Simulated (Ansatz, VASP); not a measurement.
## Tl3HO in VASP and in Ansatz

File INCAR:

```
SYSTEM = Tl3HO
PREC     = Accurate       ! precision mode
ENCUT    = 520            ! plane-wave cutoff, eV
EDIFF    = 1E-6           ! SCF threshold, eV
ISMEAR   = 0              ! smearing method
SIGMA    = 0.05           ! smearing width, eV
LREAL    = .FALSE.        ! projectors in reciprocal space
LASPH    = .TRUE.         ! aspherical terms in the spheres
NELM     = 80             ! most SCF steps
ALGO     = Normal         ! electronic algorithm
ISIF     = 2              ! what is computed and relaxed
LWAVE    = .FALSE.        ! write WAVECAR
LCHARG   = .FALSE.        ! write CHGCAR
GGA      = PS             ! functional
NBANDS   = 31             ! bands
```

The input KPOINTS:

```
regular mesh
0
G
  4 4 4
  0 0 0
```

Contents of POSCAR:

```
Tl3HO
1.0
    5.5320138348      0.0000000000      0.0000000000
    0.0000000000      5.5320138348      0.0000000000
    0.0000000000      0.0000000000      5.5320138348
O H Tl
1 1 3
Direct
    0.0000000000      0.0000000000      0.0000000000
    0.5000000000      0.5000000000      0.5000000000
    0.5000000000      0.5000000000      0.0000000000
    0.5000000000      0.0000000000      0.5000000000
    0.0000000000      0.5000000000      0.5000000000
```

Input for Ansatz:

```yaml
crystal:
  lattice:
    - [5.5320138348, 0.0, 0.0]
    - [0.0, 5.5320138348, 0.0]
    - [0.0, 0.0, 5.5320138348]
  atoms:
    - { symbol: O, position: [0.0, 0.0, 0.0] }
    - { symbol: H, position: [0.5, 0.5, 0.5] }
    - { symbol: Tl, position: [0.5, 0.5, 0.0] }
    - { symbol: Tl, position: [0.5, 0.0, 0.5] }
    - { symbol: Tl, position: [0.0, 0.5, 0.5] }
basis:
  ecutwfc: 420
kpoints:
  mp_grid: { grid: [4, 4, 4] }
hamiltonian:
  xc: pbesol
scf:
  occupations: { method: gaussian, width: 0.05 }
output:
  forces: true
  stress: true
  eigenvalues: true
```

Alike in both runs: task single point; functional PBEsol; k mesh 4 × 4 × 4; occupations gaussian, width 0.05 eV; no spin polarisation.

|  | VASP | Ansatz |
| --- | --- | --- |
| version | VASP 6.6.1 | Ansatz 0.2.0 |
| potentials or method | VASP PAW PBE potentials, release 64 (O, H, Tl_d), cutoff 520 eV | scalar-relativistic, plane waves, PAW |
| valence electrons in the cell | 46 | 46 |

```tsv
	VASP	Ansatz	Ansatz less VASP
gap on the k mesh at the Fermi level (eV)	none	none	-
pressure (GPa)	-5.6	-5.5	+0.07
```

VASP's potentials were made for PBE, not for PBEsol. A gap of «none» marks a metal or a gap that the smearing closes.

Neither program's run includes spin-orbit coupling.
